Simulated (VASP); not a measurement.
# InAs (zincblende type) (F-43m) in VASP: further runs, part 2 of 2

VASP 6.6.1. Earlier steps stand in the parts before.

### Step 4. Single point, LDA (volume scaled by 0.94)

INCAR reads:

```
SYSTEM = InAs
  PREC = Accurate
  ENCUT = 520
  EDIFF = 1E-6
  ISMEAR = -1
  SIGMA = 0.08
  LREAL = .False.
  LASPH = .True.
  NELM = 100
  ALGO = Normal
  ISIF = 2
  LWAVE = .False.
  LCHARG = .True.
  LELF = .True.
  LVHAR = .True.
  NBANDS = 16
```

KPOINTS reads:

```
Automatic mesh
0
Gamma
  11 11 11
  0 0 0
```

POSCAR reads:

```
InAs
1.0
    0.0000000000      2.9519255777      2.9519255777
    2.9519255777      0.0000000000      2.9519255777
    2.9519255777      2.9519255777      0.0000000000
In As
1 1
Direct
    0.0000000000      0.0000000000      0.0000000000
    0.2500000000      0.2500000000      0.2500000000
```

Potentials or basis: VASP PAW LDA potentials, release 64 (In_d, As).

Run with:

```bash
$ cat potpaw_LDA.64/In_d/POTCAR potpaw_LDA.64/As/POTCAR > POTCAR
$ mpirun -np 1 vasp_std > vasp.out
```

OUTCAR:

```text
SYSTEM = InAs
   PREC = Accurate
   ENCUT = 520
   EDIFF = 1E-6
   ISMEAR = -1
   LREAL = .False.
   LASPH = .True.
   NELM = 100
   ISIF = 2

 ion  position               nearest neighbor table
   1  0.000  0.000  0.000-   2 2.56   2 2.56   2 2.56   2 2.56
   2  0.250  0.250  0.250-   1 2.56   1 2.56   1 2.56   1 2.56

  LATTYP: Found a face centered cubic cell.
 ALAT       =     5.9038511554

  Lattice vectors:

 A1 = (   0.0000000000,   2.9519255777,   2.9519255777)
 A2 = (   2.9519255777,   0.0000000000,   2.9519255777)
 A3 = (   2.9519255777,   2.9519255777,   0.0000000000)

Analysis of symmetry for initial positions (statically):
=====================================================================
 Subroutine PRICEL returns:
 Original cell was already a primitive cell.

 Routine SETGRP: Setting up the symmetry group for a
 face centered cubic supercell.

 Subroutine GETGRP returns: Found 24 space group operations
 (whereof 24 operations were pure point group operations)
 out of a pool of 48 trial point group operations.

The static configuration has the point symmetry T_d .

Analysis of symmetry for dynamics (positions and initial velocities):
=====================================================================
 Subroutine PRICEL returns:
 Original cell was already a primitive cell.

 Routine SETGRP: Setting up the symmetry group for a
 face centered cubic supercell.

 Subroutine GETGRP returns: Found 24 space group operations
 (whereof 24 operations were pure point group operations)
 out of a pool of 48 trial point group operations.

The dynamic configuration has the point symmetry T_d .

 Subroutine INISYM returns: Found 24 space group operations
 (whereof 24 operations are pure point group operations),
 and found     1 'primitive' translations

----------------------------------------------------------------------------------------

                                     Primitive cell

  volume of cell :      51.4454

  direct lattice vectors                    reciprocal lattice vectors
     0.000000000  2.951925578  2.951925578    -0.169380964  0.169380964  0.169380964
     2.951925578  0.000000000  2.951925578     0.169380964 -0.169380964  0.169380964
     2.951925578  2.951925578  0.000000000     0.169380964  0.169380964 -0.169380964

  length of vectors
     4.174653187  4.174653187  4.174653187     0.293376435  0.293376435  0.293376435

  position of ions in fractional coordinates (direct lattice)
     0.000000000  0.000000000  0.000000000
     0.250000000  0.250000000  0.250000000

  ion indices of the primitive-cell ions
   primitive index   ion index
                 1           1
                 2           2

----------------------------------------------------------------------------------------

 KPOINTS: Automatic mesh

Automatic generation of k-mesh.
 Grid dimensions read from file:
 generate k-points for:   11   11   11

 Generating k-lattice:

  Cartesian coordinates                     Fractional coordinates (reciprocal lattice)
    -0.015398269  0.015398269  0.015398269     0.090909091  0.000000000  0.000000000
     0.015398269 -0.015398269  0.015398269     0.000000000  0.090909091  0.000000000
     0.015398269  0.015398269 -0.015398269     0.000000000  0.000000000  0.090909091

  Length of vectors
     0.026670585  0.026670585  0.026670585

  Shift w.r.t. Gamma in fractional coordinates (k-lattice)
     0.000000000  0.000000000  0.000000000

 Subroutine IBZKPT returns following result:
 ===========================================

 Found     56 irreducible k-points:

 Following reciprocal coordinates:
            Coordinates               Weight
  0.000000  0.000000  0.000000      1.000000
  0.090909  0.000000  0.000000      8.000000
  0.181818  0.000000  0.000000      8.000000
  0.272727  0.000000  0.000000      8.000000
  0.363636  0.000000  0.000000      8.000000
  0.454545  0.000000  0.000000      8.000000
[... 16 lines left out ...]
 -0.272727  0.181818  0.000000     24.000000
 -0.181818  0.181818  0.000000     12.000000
 [... further k-points ...]
   k-points           NKPTS =     56   k-points in BZ     NKDIM =     56   number of bands    NBANDS=     16
   number of dos      NEDOS =    301   number of ions     NIONS =      2
   total plane-waves  NPLWV =  32768
   dimension x,y,z NGX =    32 NGY =   32 NGZ =   32
   dimension x,y,z NGXF=    64 NGYF=   64 NGZF=   64
   ions per type =               1   1
   NGX,Y,Z   is equivalent  to a cutoff of  12.74, 12.74, 12.74 a.u.
   NGXF,Y,Z  is equivalent  to a cutoff of  25.49, 25.49, 25.49 a.u.
 SYSTEM =  InAs
   PREC   = accura    normal or accurate (medium, high low for compatibility)
   ISTART =      0    job   : 0-new  1-cont  2-samecut
   ICHARG =      2    charge: 1-file 2-atom 10-const
   ISPIN  =      1    spin polarized calculation?
   LNONCOLLINEAR =      F non collinear calculations
   LSORBIT =      F    spin-orbit coupling
   LASPH  =      T    aspherical Exc in radial PAW
   ENCUT  =  520.0 eV  38.22 Ry    6.18 a.u.   7.76  7.76  7.76*2*pi/ulx,y,z
   NELM   =    100;   NELMIN=  2; NELMDL= -5     # of ELM steps
   EDIFF  = 0.1E-05   stopping-criterion for ELM
   LREAL  =      F    real-space projection
   EDIFFG = 0.1E-04   stopping-criterion for IOM
   NSW    =      0    number of steps for IOM
   IBRION =     -1    ionic relax: 0-MD 1-quasi-New 2-CG
   NFREE  =      0    steps in history (QN), initial steepest desc. (CG)
   ISIF   =      2    stress and relaxation
   ISYM   =      2    0-nonsym 1-usesym 2-fastsym
   POTIM  = 0.5000    time-step for ionic-motion
   TEBEG  =    0.0;   TEEND  =   0.0 temperature during run
   PSTRESS=    0.0 pullay stress
   NELECT =      18.0000    total number of electrons
   NUPDOWN=      -1.0000    fix difference up-down
   EMIN   =  10.00;   EMAX   =-10.00  energy-range for DOS
   EFERMI =   0.00;   METHOD = LEGACY
   ISMEAR =    -1;   SIGMA  =   0.08  broadening in eV -4-tet -1-fermi 0-gaus
   EFERMI_NEDOS =   21; number of points for ismear=-14 and -15
   IALGO  =     38    algorithm
   IMIX   =      4    mixing-type and parameters
     AMIX     =   0.40;   BMIX     =  1.00
     AMIX_MAG =   1.60;   BMIX_MAG =  1.00
  volume/ion in A,a.u.               =      25.72       173.59
  Fermi-wavevector in a.u.,A,eV,Ry     =   1.153587  2.179963 18.106122  1.330762
  Thomas-Fermi vector in A             =   2.290230
   LORBIT       =      0    0 simple, 1 ext, 2 COOP (PROOUT), +10 PAW based schemes
   GGA     = CA    functional components
   LHFCALC =     F    Hartree Fock is set to
   AEXX    =    0.0000 exact exchange contribution
   IVDW    =     0    specifies the selected vdW correction
   LEPSILON=     F    determine dielectric tensor
   LRPA    =     F    only Hartree local field effects (RPA)
 non-spin polarized calculation
  energy-cutoff  :      520.00
  volume of cell :       51.45
 maximum number of plane-waves:      1411
   NGX = 15   NGY = 15   NGZ = 15

 number of electron      18.0000008 magnetization

 Free energy of the ion-electron system (eV)
  ---------------------------------------------------
  ext. energy  EPLUGINS =         0.00000000
  ---------------------------------------------------
  free energy    TOTEN  =        -8.98426436 eV

  energy without entropy =       -8.98372561  energy(sigma->0) =       -8.98399499

 E-fermi :   5.2864     XC(G=0):  -9.7231

 val. band max:        5.1086203831   @ k =   0.0000   0.0000   0.0000
 cond. band min:       6.0870592399   @ k =   0.4545   0.0000   0.0000
 fundamental gap:      0.9784388568
 Fermi energy:         5.2863816063

 k-point     1 :       0.0000    0.0000    0.0000
  band No.  band energies     occupation
      1      -9.4220      2.00000
      2      -9.4220      2.00000
      3      -9.4220      2.00000
      4      -9.2602      2.00000
      5      -9.2602      2.00000
      6      -7.2983      2.00000
[... 8 lines left out ...]
     15      15.0173      0.00000
     16      15.0173      0.00000

 k-point     2 :       0.0909    0.0000    0.0000
  band No.  band energies     occupation
      1      -9.4382      2.00000
      2      -9.4178      2.00000
      3      -9.4178      2.00000
      4      -9.2604      2.00000
      5      -9.2604      2.00000
      6      -7.1988      2.00000
[... 8 lines left out ...]
     15      14.2490      0.00000
     16      14.2490      0.00000
[... 387 lines left out ...]
      5      -9.2552      2.00000
      6      -5.8955      2.00000
[... 8 lines left out ...]
     15      15.0118      0.00000
     16      16.4854      0.00000

 k-point    24 :      -0.1818    0.1818    0.0000
  band No.  band energies     occupation
      1      -9.5410      2.00000
      2      -9.3899      2.00000
      3      -9.3845      2.00000
      4      -9.2664      2.00000
      5      -9.2546      2.00000
      6      -6.3446      2.00000
[... 8 lines left out ...]
     15      14.7209      0.00000
     16      15.6136      0.00000

 [... further k-points ...]
[... 5 lines left out ...]
  --------------------------------------------------------------------------------------
  -------------------------------------------------------------------------------------
  Total        1.4356718      1.4356718      1.4356718     -0.0000000     -0.0000000      0.0000000
  in kB       44.7115299     44.7115299     44.7115299     -0.0000000     -0.0000000      0.0000000
  external PRESSURE =      44.7115299 kB  Pullay stress =       0.0000000 kB

 VOLUME and BASIS-vectors are now :
 -----------------------------------------------------------------------------
  energy-cutoff  :      520.00
  volume of cell :       51.45
      direct lattice vectors                 reciprocal lattice vectors
     0.000000000  2.951925578  2.951925578    -0.169380964  0.169380964  0.169380964
     2.951925578  0.000000000  2.951925578     0.169380964 -0.169380964  0.169380964
     2.951925578  2.951925578  0.000000000     0.169380964  0.169380964 -0.169380964

 POSITION                                       TOTAL-FORCE (eV/Angst)
 -----------------------------------------------------------------------------------
      0.00000      0.00000      0.00000         0.000000      0.000000      0.000000
      1.47596      1.47596      1.47596        -0.000000     -0.000000     -0.000000
 -----------------------------------------------------------------------------------
    total drift:                               -0.000000     -0.000000      0.000000

  FREE ENERGIE OF THE ION-ELECTRON SYSTEM (eV)
  ---------------------------------------------------
  free  energy   TOTEN  =        -8.9842643632 eV

  energy  without entropy=       -8.9837256075  energy(sigma->0) =       -8.98399499
```

OSZICAR:

```text
N       E                     dE             d eps       ncg     rms          rms(c)
DAV:   1     0.114847590716E+03    0.11485E+03   -0.83955E+03  1792   0.126E+03
DAV:   2    -0.129850514330E+01   -0.11615E+03   -0.11159E+03  1920   0.305E+02
DAV:   3    -0.911612552318E+01   -0.78176E+01   -0.77744E+01  2376   0.771E+01
DAV:   4    -0.932268356961E+01   -0.20656E+00   -0.20650E+00  2216   0.132E+01
DAV:   5    -0.933006565809E+01   -0.73821E-02   -0.73820E-02  2696   0.218E+00    0.532E+00
DAV:   6    -0.903395355327E+01    0.29611E+00   -0.37590E-01  2864   0.113E+01    0.293E+00
DAV:   7    -0.898770890072E+01    0.46245E-01   -0.12374E-01  2520   0.338E+00    0.692E-01
DAV:   8    -0.898440321495E+01    0.33057E-02   -0.14269E-02  2224   0.138E+00    0.287E-01
DAV:   9    -0.898425551093E+01    0.14770E-03   -0.88478E-04  2312   0.231E-01    0.183E-01
DAV:  10    -0.898426597595E+01   -0.10465E-04   -0.15066E-04  2488   0.230E-01    0.751E-02
DAV:  11    -0.898426639621E+01   -0.42026E-06   -0.45028E-05  2816   0.129E-01    0.349E-02
DAV:  12    -0.898426430971E+01    0.20865E-05   -0.53603E-06  2344   0.299E-02    0.701E-03
DAV:  13    -0.898426436316E+01   -0.53452E-07   -0.66480E-07  1208   0.576E-03
   1 F= -.89842644E+01 E0= -.89839950E+01  d E =-.538756E-03
```

Wall time 21 s (1 thread of Intel Xeon Platinum 8559C (Emerald Rapids), shared host); peak memory 0.18 GiB.

What came out:

| Quantity | Value |
| --- | --- |
| Free energy | -8.9843 eV |
| Pressure | 4.5 GPa |
| Band gap on the k mesh | zero (filled and empty bands touch) |

Levels at points of the mesh, in eV from the Fermi level:
```
           k point  band 6  band 7  band 8  band 9  band 10  band 11  band 12  band 13
(0.00, 0.00, 0.00)  -12.58   -0.20   -0.18   -0.18    -0.18     3.67     3.67     3.67
```

Caveat: spin-orbit coupling is left out, which moves the levels of the heavy elements.
